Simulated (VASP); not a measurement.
Write the native input for VASP 6.6.1 that does the following.

| Item | Value |
| --- | --- |
| Task | single point |
| Functional | r2SCAN |
| Potentials or basis | VASP PAW PBE potentials, release 64 (K_sv, I) |
| Cutoff | 520 eV |
| k mesh | 6 × 6 × 6 |
| Occupations | gaussian, width 0.05 eV |
| Spin | no spin polarisation |
| Dipole correction | no |
| Further INCAR settings | ALGO = Normal; EDIFF = 1e-07; NBANDS = 15 |

KI:

```
K I
1.0
     0.00000    3.24259    3.38357
     3.24259    0.00000    3.38357
     3.24259    3.24259    0.00000
K I
1 1
Direct
  0.00000 0.00000 0.00000
  0.50000 0.50000 0.50000
```

This cell differs from its parent crystal: strain -0.080 along x and y, -0.040 along z.

One way to write it, as run:

POSCAR

```
KI
1.0
    0.0000000000      3.2425860000      3.3835680000
    3.2425860000      0.0000000000      3.3835680000
    3.2425860000      3.2425860000      0.0000000000
K I
1 1
Direct
    0.0000000000      0.0000000000      0.0000000000
    0.5000000000      0.5000000000      0.5000000000
```

INCAR.step1

```
ALGO = Normal ; EDIFF = 1E-4
ENCUT = 520 ; GGA = PE
ISMEAR = 0 ; LASPH = True
LCHARG = False ; LREAL = False
LWAVE = True ; NBANDS = 15
NELM = 80 ; PREC = Accurate
SIGMA = 0.05
```

INCAR.step2

```
ALGO = Normal ; EDIFF = 1E-7
ENCUT = 520 ; ISIF = 2
ISMEAR = 0 ; ISTART = 1
LASPH = True ; LCHARG = False
LMIXTAU = True ; LREAL = False
LWAVE = False ; METAGGA = R2SCAN
NBANDS = 15 ; NELM = 80
PREC = Accurate ; SIGMA = 0.05
```

KPOINTS

```
k-points
0
Gamma
  6 6 6
```

Potentials or basis: VASP PAW PBE potentials, release 64 (K_sv, I).

Run with:

```console
$ cat potpaw_PBE.64/K_sv/POTCAR potpaw_PBE.64/I/POTCAR > POTCAR
$ cp INCAR.step1 INCAR
$ mpirun -np 1 vasp_std > vasp.out
$ cp INCAR.step2 INCAR
$ mpirun -np 1 vasp_std > vasp.out
```

It gave:

The pressure is 5.1 GPa and the band gap on the k mesh is 4.86 eV, indirect (least direct gap 5.21 eV).

Caveat: the cell differs from its parent crystal (strain -0.080 along x and y, -0.040 along z); the PAW data sets were made with another functional, which shifts forces and pressure a little; spin-orbit coupling is left out, which moves the levels of the heavy elements.

Wall time 2 min on 1 thread of Intel Xeon 6975P-C (shared host), peak memory 0.23 GiB.
